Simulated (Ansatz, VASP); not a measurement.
## TiO2: VASP beside Ansatz

```xyz
12
Lattice="-3.7992 0.0000 0.0000 0.0000 -3.7992 0.0000 0.0000 0.0000 12.6969" Properties=species:S:1:pos:R:3 pbc="T T T"
Ti    0.0000   -3.7992    6.0606
Ti   -1.8996   -1.8996    1.2121
Ti   -1.8996    0.0000    3.6363
Ti    0.0000   -1.8996    8.4848
O     0.0000    0.0000    8.0630
O    -1.8996   -1.8996    3.2146
O    -1.8996    0.0000    5.6388
O     0.0000   -1.8996    0.7904
O    -1.8996    0.0000    1.6339
O     0.0000   -1.8996    6.4823
O     0.0000    0.0000    4.0581
O    -1.8996   -1.8996    8.9065
```

Alike in both runs: task single point; functional PBE; k mesh 7 × 7 × 3; occupations gaussian, width 0.05 eV; no spin polarisation.

```csv
,VASP,Ansatz
version,VASP 6.6.1,Ansatz 0.2.0
potentials or method,"VASP PAW PBE potentials, release 64 (Ti_sv, O), cutoff 520 eV","scalar-relativistic, plane waves, PAW"
valence electrons in the cell,96,96
```

```tsv
	VASP	Ansatz	Ansatz less VASP
gap on the k mesh at the Fermi level (eV)	1.65	1.68	+0.023
least direct gap on the mesh (eV)	2.07	2.09	+0.021
pressure (GPa)	-4.7	-5.2	-0.48
traceless stress, the component that is largest in VASP (GPa)	-8.25	-8.32	-0.066
rms of the force components (eV/Å)	0.367	0.377	+0.0106
```

Atom by atom the forces differ by 0.015 eV/Å (rms over components). The functional is the same, so the differences come from potentials, cutoffs and numerics.
